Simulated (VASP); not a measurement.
Wanted: the native input for a VASP 6.6.1 run.

```
Task                   : single point
Functional             : PBEsol
Potentials or basis    : VASP PAW PBE potentials, release 64 (Zr_sv, B)
Cutoff                 : 500 eV
k mesh                 : 12 × 12 × 12
Occupations            : gaussian, width 0.05 eV
Spin                   : no spin polarisation
Dipole correction      : no
Further INCAR settings : ALGO = Normal; EDIFF = 1e-06; NBANDS = 14
```

The structure of ZrB lies in POSCAR:

```
ZrB
1.0
    0.0000000000      2.3327256626      2.3327256626
    2.3327256626      0.0000000000      2.3327256626
    2.3327256626      2.3327256626      0.0000000000
Zr B
1 1
Direct
    0.5000000000      0.5000000000      0.5000000000
    0.0000000000      0.0000000000      0.0000000000
```

The input as run:

INCAR

```
ALGO     = Normal         # electronic algorithm
EDIFF    = 1E-6           # SCF threshold, eV
ENCUT    = 500            # plane-wave cutoff, eV
GGA      = PS             # functional
GGA_COMPAT= False        
ISIF     = 2              # what is computed and relaxed
ISMEAR   = 0              # smearing method
LASPH    = True           # aspherical terms in the spheres
LCHARG   = False          # write CHGCAR
LREAL    = False          # projectors in reciprocal space
LWAVE    = False          # write WAVECAR
NBANDS   = 14             # bands
NELM     = 120            # most SCF steps
PREC     = Accurate       # precision mode
SIGMA    = 0.05           # smearing width, eV
```

KPOINTS

```
k-points
0
Gamma
  12 12 12
```

Potentials or basis: VASP PAW PBE potentials, release 64 (Zr_sv, B).

Command:

```console
$ cat potpaw_PBE.64/Zr_sv/POTCAR potpaw_PBE.64/B/POTCAR > POTCAR
$ mpirun -np 1 vasp_std > vasp.out
```

Results of the run:

```yaml
Pressure: 27.2 GPa
Band_gap_on_the_k_mesh: zero (an odd number of electrons rules out a gap without spin polarisation)
```

Caveat: the cell stands under pressure; the PAW data sets were made with another functional, which shifts forces and pressure a little; an odd number of electrons without spin polarisation forces a metal; a magnetic or distorted state may lie lower.

It took 28 s on 1 thread of Intel Xeon 8259CL, on a shared host, peak memory 0.15 GiB.
